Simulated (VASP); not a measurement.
# TiC (Fm-3m) in VASP: further runs

The runs below take TiC through single point, relaxation of cell and atoms, with RPBE.

All numbers are computed with VASP 6.6.1; they aren't measurements. Logs are shortened: lines on timing, memory, paths and dates and some standing lists are left out, and cuts for length are marked.

## Step 1: The cell of the first run

The structure is cubic, space group Fm-3m (No. 225). The conventional cell has a = 4.359 Å, b = 4.359 Å, c = 4.359 Å, α = 90.00°, β = 90.00°, γ = 90.00°. Within 2.9 Å of Ti (site symmetry m-3m) lie 6 C at 2.18 Å. Within 2.9 Å of C (site symmetry m-3m) lie 6 Ti at 2.18 Å.

## Step 2: Single point, RPBE

Input file INCAR:

```
SYSTEM = TiC
PREC = Accurate ; ENCUT = 520
EDIFF = 1E-7 ; ISMEAR = -1
SIGMA = 0.05 ; LREAL = .FALSE.
LASPH = .TRUE. ; NELM = 80
ALGO = Normal ; ISIF = 2
LWAVE = .FALSE. ; LCHARG = .FALSE.
GGA = RP ; NBANDS = 15
```

Input file KPOINTS:

```
regular mesh
0
G
  11 11 11
  0 0 0
```

Input file POSCAR:

```
TiC
1.0
    0.0000000000      2.1795672871      2.1795672871
    2.1795672871      0.0000000000      2.1795672871
    2.1795672871      2.1795672871      0.0000000000
Ti C
1 1
Direct
    0.0000000000      0.0000000000      0.0000000000
    0.5000000000      0.5000000000      0.5000000000
```

Potentials or basis: VASP PAW PBE potentials, release 64 (Ti_sv, C).

The run is started by

```sh
$ cat potpaw_PBE.64/Ti_sv/POTCAR potpaw_PBE.64/C/POTCAR > POTCAR
$ mpirun -np 1 vasp_std > vasp.out
```

OUTCAR:

```text
SYSTEM = TiC
   PREC = Accurate
   ENCUT = 520
   EDIFF = 1E-7
   ISMEAR = -1
   LREAL = .FALSE.
   LASPH = .TRUE.
   NELM = 80
   ISIF = 2
   GGA = RP

 ion  position               nearest neighbor table
   1  0.000  0.000  0.000-   2 2.18   2 2.18   2 2.18   2 2.18   2 2.18   2 2.18
   2  0.500  0.500  0.500-   1 2.18   1 2.18   1 2.18   1 2.18   1 2.18   1 2.18

  LATTYP: Found a face centered cubic cell.
 ALAT       =     4.3591345742

  Lattice vectors:

 A1 = (   0.0000000000,   2.1795672871,   2.1795672871)
 A2 = (   2.1795672871,   0.0000000000,   2.1795672871)
 A3 = (   2.1795672871,   2.1795672871,   0.0000000000)

Analysis of symmetry for initial positions (statically):
=====================================================================
 Subroutine PRICEL returns:
 Original cell was already a primitive cell.

 Routine SETGRP: Setting up the symmetry group for a
 face centered cubic supercell.

 Subroutine GETGRP returns: Found 48 space group operations
[... 9 lines left out ...]

 Routine SETGRP: Setting up the symmetry group for a
 face centered cubic supercell.

 Subroutine GETGRP returns: Found 48 space group operations
[... 11 lines left out ...]
                                     Primitive cell

  volume of cell :      20.7081

  direct lattice vectors                    reciprocal lattice vectors
     0.000000000  2.179567287  2.179567287    -0.229403333  0.229403333  0.229403333
     2.179567287  0.000000000  2.179567287     0.229403333 -0.229403333  0.229403333
     2.179567287  2.179567287  0.000000000     0.229403333  0.229403333 -0.229403333

  length of vectors
     3.082373618  3.082373618  3.082373618     0.397338228  0.397338228  0.397338228

  position of ions in fractional coordinates (direct lattice)
[... 8 lines left out ...]
----------------------------------------------------------------------------------------

 KPOINTS: regular mesh

Automatic generation of k-mesh.
 Grid dimensions read from file:
 generate k-points for:   11   11   11

 Generating k-lattice:

  Cartesian coordinates                     Fractional coordinates (reciprocal lattice)
    -0.020854848  0.020854848  0.020854848     0.090909091  0.000000000  0.000000000
     0.020854848 -0.020854848  0.020854848     0.000000000  0.090909091  0.000000000
     0.020854848  0.020854848 -0.020854848     0.000000000  0.000000000  0.090909091

  Length of vectors
     0.036121657  0.036121657  0.036121657

  Shift w.r.t. Gamma in fractional coordinates (k-lattice)
     0.000000000  0.000000000  0.000000000

 Subroutine IBZKPT returns following result:
 ===========================================

 Found     56 irreducible k-points:

 Following reciprocal coordinates:
            Coordinates               Weight
  0.000000  0.000000  0.000000      1.000000
  0.090909  0.000000  0.000000      8.000000
  0.181818  0.000000  0.000000      8.000000
  0.272727  0.000000  0.000000      8.000000
  0.363636  0.000000  0.000000      8.000000
  0.454545  0.000000  0.000000      8.000000
[... 16 lines left out ...]
 -0.272727  0.181818  0.000000     24.000000
 -0.181818  0.181818  0.000000     12.000000
 [... further k-points ...]
   k-points           NKPTS =     56   k-points in BZ     NKDIM =     56   number of bands    NBANDS=     15
   number of dos      NEDOS =    301   number of ions     NIONS =      2
   total plane-waves  NPLWV =  13824
   dimension x,y,z NGX =    24 NGY =   24 NGZ =   24
   dimension x,y,z NGXF=    48 NGYF=   48 NGZF=   48
   ions per type =               1   1
   NGX,Y,Z   is equivalent  to a cutoff of  12.94, 12.94, 12.94 a.u.
   NGXF,Y,Z  is equivalent  to a cutoff of  25.89, 25.89, 25.89 a.u.
 SYSTEM =  TiC
   PREC   = accura    normal or accurate (medium, high low for compatibility)
   ISTART =      0    job   : 0-new  1-cont  2-samecut
   ICHARG =      2    charge: 1-file 2-atom 10-const
   ISPIN  =      1    spin polarized calculation?
   LNONCOLLINEAR =      F non collinear calculations
   LSORBIT =      F    spin-orbit coupling
   LASPH  =      T    aspherical Exc in radial PAW
   ENCUT  =  520.0 eV  38.22 Ry    6.18 a.u.   5.73  5.73  5.73*2*pi/ulx,y,z
   NELM   =     80;   NELMIN=  2; NELMDL= -5     # of ELM steps
   EDIFF  = 0.1E-06   stopping-criterion for ELM
   LREAL  =      F    real-space projection
   EDIFFG = 0.1E-05   stopping-criterion for IOM
   NSW    =      0    number of steps for IOM
   IBRION =     -1    ionic relax: 0-MD 1-quasi-New 2-CG
   NFREE  =      0    steps in history (QN), initial steepest desc. (CG)
   ISIF   =      2    stress and relaxation
   ISYM   =      2    0-nonsym 1-usesym 2-fastsym
   POTIM  = 0.5000    time-step for ionic-motion
   TEBEG  =    0.0;   TEEND  =   0.0 temperature during run
   PSTRESS=    0.0 pullay stress
   NELECT =      16.0000    total number of electrons
   NUPDOWN=      -1.0000    fix difference up-down
   EMIN   =  10.00;   EMAX   =-10.00  energy-range for DOS
   EFERMI =   0.00;   METHOD = LEGACY
   ISMEAR =    -1;   SIGMA  =   0.05  broadening in eV -4-tet -1-fermi 0-gaus
   EFERMI_NEDOS =   21; number of points for ismear=-14 and -15
   IALGO  =     38    algorithm
   IMIX   =      4    mixing-type and parameters
     AMIX     =   0.40;   BMIX     =  1.00
     AMIX_MAG =   1.60;   BMIX_MAG =  1.00
  volume/ion in A,a.u.               =      10.35        69.87
  Fermi-wavevector in a.u.,A,eV,Ry     =   1.502223  2.838791 30.703933  2.256675
  Thomas-Fermi vector in A             =   2.613492
   LORBIT       =      0    0 simple, 1 ext, 2 COOP (PROOUT), +10 PAW based schemes
   GGA     = RP    functional components
   LHFCALC =     F    Hartree Fock is set to
   AEXX    =    0.0000 exact exchange contribution
   IVDW    =     0    specifies the selected vdW correction
   LEPSILON=     F    determine dielectric tensor
   LRPA    =     F    only Hartree local field effects (RPA)
 non-spin polarized calculation
  energy-cutoff  :      520.00
  volume of cell :       20.71
 maximum number of plane-waves:       568
   NGX = 11   NGY = 11   NGZ = 11

 number of electron      15.9999997 magnetization

 Free energy of the ion-electron system (eV)
  ---------------------------------------------------
  ext. energy  EPLUGINS =         0.00000000
  ---------------------------------------------------
  free energy    TOTEN  =       -17.80602657 eV

  energy without entropy =      -17.80365509  energy(sigma->0) =      -17.80484083

 E-fermi :   9.3710     XC(G=0): -12.5028

 val. band max:        9.2377727440   @ k =   0.1818   0.1818   0.0000
 cond. band min:       9.4638750448   @ k =   0.0909   0.0000   0.0000
 fundamental gap:      0.2261023008
 Fermi energy:         9.3709504174

 k-point     1 :       0.0000    0.0000    0.0000
  band No.  band energies     occupation
      1     -47.4849      2.00000
      2     -23.4486      2.00000
      3     -23.4486      2.00000
      4     -23.4486      2.00000
      5      -3.0671      2.00000
      6      10.0095      0.00001
      7      10.0095      0.00001
      8      10.0095      0.00001
      9      10.9594      0.00000
     10      10.9594      0.00000
     11      10.9594      0.00000
     12      10.9706      0.00000
     13      10.9706      0.00000
     14      19.4918      0.00000
     15      23.2440      0.00000

 k-point     2 :       0.0909    0.0000    0.0000
  band No.  band energies     occupation
      1     -47.4797      2.00000
      2     -23.4862      2.00000
      3     -23.4521      2.00000
      4     -23.4521      2.00000
      5      -2.8859      2.00000
      6       9.2003      1.93626
      7       9.4639      0.26976
      8       9.4639      0.26975
      9      10.3176      0.00000
     10      10.3176      0.00000
     11      11.3437      0.00000
     12      12.4206      0.00000
     13      12.4206      0.00000
     14      19.8235      0.00000
     15      23.2763      0.00000

 k-point     3 :       0.1818    0.0000    0.0000
  band No.  band energies     occupation
      1     -47.4658      2.00000
      2     -23.5858      2.00000
      3     -23.4617      2.00000
      4     -23.4617      2.00000
      5      -2.3656      2.00000
      6       7.7690      2.00000
      7       8.3475      2.00000
      8       8.3475      2.00000
      9      10.6543      0.00000
     10      10.6543      0.00000
     11      11.7630      0.00000
     12      13.9362      0.00000
     13      13.9362      0.00000
     14      20.3765      0.00000
     15      23.1994      0.00000

 k-point     4 :       0.2727    0.0000    0.0000
  band No.  band energies     occupation
      1     -47.4474      2.00000
      2     -23.7140      2.00000
      3     -23.4742      2.00000
      4     -23.4742      2.00000
      5      -1.5746      2.00000
      6       6.2168      2.00000
      7       7.4455      2.00000
      8       7.4455      2.00000
      9      11.1869      0.00000
     10      11.1870      0.00000
     11      12.1874      0.00000
     12      15.3547      0.00000
     13      15.3547      0.00000
     14      19.9227      0.00000
     15      23.7087      0.00000

 k-point     5 :       0.3636    0.0000    0.0000
  band No.  band energies     occupation
      1     -47.4305      2.00000
      2     -23.8295      2.00000
      3     -23.4856      2.00000
      4     -23.4856      2.00000
      5      -0.6363      2.00000
      6       4.7682      2.00000
      7       6.8239      2.00000
      8       6.8239      2.00000
      9      11.7411      0.00000
     10      11.7411      0.00000
     11      12.7193      0.00000
     12      16.5072      0.00000
     13      16.5072      0.00000
     14      18.6152      0.00000
     15      24.8786      0.00000

 k-point     6 :       0.4545    0.0000    0.0000
  band No.  band energies     occupation
      1     -47.4205      2.00000
      2     -23.8972      2.00000
      3     -23.4924      2.00000
      4     -23.4924      2.00000
      5       0.1639      2.00000
      6       3.7189      2.00000
      7       6.5077      2.00000
      8       6.5077      2.00000
      9      12.1072      0.00000
     10      12.1072      0.00000
     11      13.2197      0.00000
     12      17.1871      0.00000
     13      17.1871      0.00000
     14      17.5549      0.00000
     15      24.1247      0.00000

 k-point     7 :       0.0909    0.0909    0.0000
  band No.  band energies     occupation
      1     -47.4780      2.00000
      2     -23.4834      2.00000
      3     -23.4609      2.00000
      4     -23.4609      2.00000
      5      -2.8295      2.00000
      6       8.7804      1.99999
      7       9.5248      0.08805
      8       9.5248      0.08805
      9       9.7866      0.00049
     10      11.0415      0.00000
     11      11.6372      0.00000
[... 226 lines left out ...]
      4     -23.5287      2.00000
      5      -0.3573      2.00000
      6       4.7419      2.00000
      7       6.5377      2.00000
      8       7.2383      2.00000
      9      10.9753      0.00000
     10      12.2888      0.00000
     11      13.0683      0.00000
     12      15.2147      0.00000
     13      16.2162      0.00000
     14      20.2221      0.00000
     15      23.8020      0.00000

 k-point    21 :      -0.4545    0.1818    0.0000
  band No.  band energies     occupation
      1     -47.4111      2.00000
      2     -23.8555      2.00000
      3     -23.5818      2.00000
      4     -23.5204      2.00000
      5       0.0711      2.00000
      6       4.2762      2.00000
      7       6.3581      2.00000
      8       6.8400      2.00000
      9      11.6742      0.00000
     10      12.2048      0.00000
     11      13.0774      0.00000
     12      15.8796      0.00000
     13      16.2290      0.00000
     14      19.5580      0.00000
     15      23.4403      0.00000

 k-point    22 :      -0.3636    0.1818    0.0000
  band No.  band energies     occupation
      1     -47.4144      2.00000
      2     -23.8344      2.00000
      3     -23.5932      2.00000
      4     -23.5037      2.00000
      5      -0.0638      2.00000
      6       4.4167      2.00000
      7       6.4963      2.00000
      8       6.6999      2.00000
      9      11.8087      0.00000
     10      12.1357      0.00000
     11      13.0344      0.00000
     12      15.1919      0.00000
     13      16.9518      0.00000
     14      19.5235      0.00000
     15      23.1555      0.00000

 k-point    23 :      -0.2727    0.1818    0.0000
  band No.  band energies     occupation
      1     -47.4257      2.00000
      2     -23.7737      2.00000
      3     -23.5832      2.00000
      4     -23.4838      2.00000
      5      -0.6682      2.00000
      6       5.1343      2.00000
      7       6.8213      2.00000
      8       6.8662      2.00000
      9      11.2908      0.00000
     10      12.1938      0.00000
     11      12.9964      0.00000
     12      14.2924      0.00000
     13      17.0404      0.00000
     14      20.2005      0.00000
     15      22.7321      0.00000

 k-point    24 :      -0.1818    0.1818    0.0000
  band No.  band energies     occupation
      1     -47.4413      2.00000
      2     -23.6990      2.00000
      3     -23.5473      2.00000
      4     -23.4671      2.00000
      5      -1.3908      2.00000
      6       6.0972      2.00000
      7       7.1813      2.00000
      8       7.4142      2.00000
      9      10.8383      0.00000
     10      11.8943      0.00000
     11      12.8132      0.00000
     12      13.5429      0.00000
     13      16.4003      0.00000
     14      20.8787      0.00000
     15      22.6061      0.00000

 [... further k-points ...]
[... 5 lines left out ...]
  --------------------------------------------------------------------------------------
  -------------------------------------------------------------------------------------
  Total        0.0377954      0.0377954      0.0377954      0.0000000     -0.0000000      0.0000000
  in kB        2.9242127      2.9242127      2.9242127      0.0000000     -0.0000000      0.0000000
  external PRESSURE =       2.9242127 kB  Pullay stress =       0.0000000 kB

 VOLUME and BASIS-vectors are now :
 -----------------------------------------------------------------------------
  energy-cutoff  :      520.00
  volume of cell :       20.71
      direct lattice vectors                 reciprocal lattice vectors
     0.000000000  2.179567287  2.179567287    -0.229403333  0.229403333  0.229403333
     2.179567287  0.000000000  2.179567287     0.229403333 -0.229403333  0.229403333
     2.179567287  2.179567287  0.000000000     0.229403333  0.229403333 -0.229403333

 POSITION                                       TOTAL-FORCE (eV/Angst)
 -----------------------------------------------------------------------------------
      0.00000      0.00000      0.00000        -0.000000      0.000000     -0.000000
      2.17957      2.17957      2.17957         0.000000      0.000000      0.000000
 -----------------------------------------------------------------------------------
    total drift:                                0.000000     -0.000000     -0.000000

  FREE ENERGIE OF THE ION-ELECTRON SYSTEM (eV)
  ---------------------------------------------------
  free  energy   TOTEN  =       -17.8060265684 eV

  energy  without entropy=      -17.8036550877  energy(sigma->0) =      -17.80484083
```

Run time: 14 s. Hardware: 1 thread of Intel Xeon Platinum 8259CL at 2.50GHz (Skylake/Cascade Lake), shared host; peak memory 0.15 GiB.

Results:

* Free energy: -17.8060 eV
* Pressure: 0.3 GPa
* Band gap on the k mesh: zero (band 8 reaches 10.01 eV, above the bottom of band 9 at 8.90 eV)

Caveat: the PAW data sets were made with another functional, which shifts forces and pressure a little.

## Step 3: Relaxation of cell and atoms, RPBE

This run uses another cell than the first one, of 10.16 Å³/atom, 0.981 times its volume.

Input file INCAR:

```
ALGO = Normal ; EDIFF = 1E-6
EDIFFG = -0.005 ; ENCUT = 600
GGA = RP ; IBRION = 2
ISIF = 3 ; ISMEAR = -1
LASPH = True ; LCHARG = False
LREAL = False ; LWAVE = False
NELM = 60 ; NSW = 80
PREC = Accurate ; SIGMA = 0.05
```

Input file KPOINTS:

```
k-points
0
Gamma
  11 11 11
```

Input file POSCAR:

```
TiC
1.0
    0.0000000000      2.1657188437      2.1657188437
    2.1657188437      0.0000000000      2.1657188437
    2.1657188437      2.1657188437      0.0000000000
Ti C
1 1
Direct
    0.0000000000      0.0000000000      0.0000000000
    0.5000000000      0.5000000000      0.5000000000
```

Potentials or basis: VASP PAW PBE potentials, release 64 (Ti_sv, C).

The run is started by

```sh
$ cat potpaw_PBE.64/Ti_sv/POTCAR potpaw_PBE.64/C/POTCAR > POTCAR
$ mpirun -np 1 vasp_std > vasp.out
```

Run time: 30 s. Hardware: 1 thread of Intel Xeon Platinum 8259CL at 2.50GHz (Skylake/Cascade Lake), shared host; peak memory 0.15 GiB.

Results (log left out):

```
Free energy                            : -17.8066 eV
Relaxed volume                         : 10.36 Å³/atom
Relaxed cell                           : a = 3.083 Å, b = 3.083 Å, c = 3.083 Å, α = 60.00°, β = 60.00°, γ = 60.00°
Space group after relaxing (to 0.05 Å) : Fm-3m (No. 225)
Energy gained by relaxing              : 3.1 meV/atom
Ionic steps                            : 3
Pressure after relaxing                : -0.1 GPa
Band gap on the k mesh                 : zero (band 8 reaches 10.00 eV, above the bottom of band 9 at 8.89 eV)
```

The path:
| step | energy change (eV) | largest force (eV/Å) | pressure (GPa) | volume (Å³) |
| --- | --- | --- | --- | --- |
| 1 | 0.0000 | 0.0000 | 4.88 | 20.32 |
| 2 | 0.0030 | 0.0000 | -5.46 | 21.24 |
| 3 | -0.0061 | 0.0000 | -0.05 | 20.72 |

Final structure:
```xyz
2
Lattice="0.0000 2.1801 2.1801 2.1801 0.0000 2.1801 2.1801 2.1801 0.0000" Properties=species:S:1:pos:R:3 pbc="T T T"
Ti    0.0000    0.0000    0.0000
C     2.1801    2.1801    2.1801
```

Levels at points of the mesh, in eV from the Fermi level:
```tsv
k point	band 4	band 5	band 6	band 7	band 8	band 9	band 10	band 11	band 12
(0.00, 0.00, 0.00)	-32.82	-12.43	0.64	0.64	0.64	1.59	1.59	1.59	1.60
```

Caveat: the PAW data sets were made with another functional, which shifts forces and pressure a little.
